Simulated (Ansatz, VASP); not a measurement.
**Ta2H: VASP beside Ansatz**

```
Ta H
1.0
     3.57522    0.00000    0.00000
     0.00000    3.57522    0.00000
     0.00000    0.00000    3.41055
Ta H
2 1
Cartesian
  1.7876 0.0000 2.6018
  0.0000 1.7876 0.8087
  0.0000 0.0000 0.0000
```

Alike in both runs: task single point; functional PBEsol; k mesh 12 × 12 × 12; occupations gaussian, width 0.1 eV; no spin polarisation.

|  | VASP | Ansatz |
| --- | --- | --- |
| version | VASP 6.6.1 | Ansatz 0.2.0 |
| potentials or method | VASP PAW PBE potentials, release 64 (Ta_pv, H), cutoff 520 eV | scalar-relativistic, plane waves, PAW |
| valence electrons in the cell | 23 | 27 |

|  | VASP | Ansatz | Ansatz less VASP |
| --- | --- | --- | --- |
| gap on the k mesh at the Fermi level (eV) | none | none | - |
| pressure (GPa) | -22.0 | -21.9 | +0.03 |
| traceless stress, the component that is largest in VASP (GPa) | 2.26 | 2.29 | +0.031 |
| rms of the force components (eV/Å) | 0.311 | 0.308 | -0.0027 |

VASP's potentials were made for PBE, not for PBEsol. Atom by atom the forces differ by 0.003 eV/Å (rms over components). A gap of «none» marks a metal or a gap that the smearing closes. VASP's potentials hold 23 valence electrons a cell and Ansatz's 27, so a difference there can come from the potentials and not from the codes.

Spin-orbit coupling is off throughout.
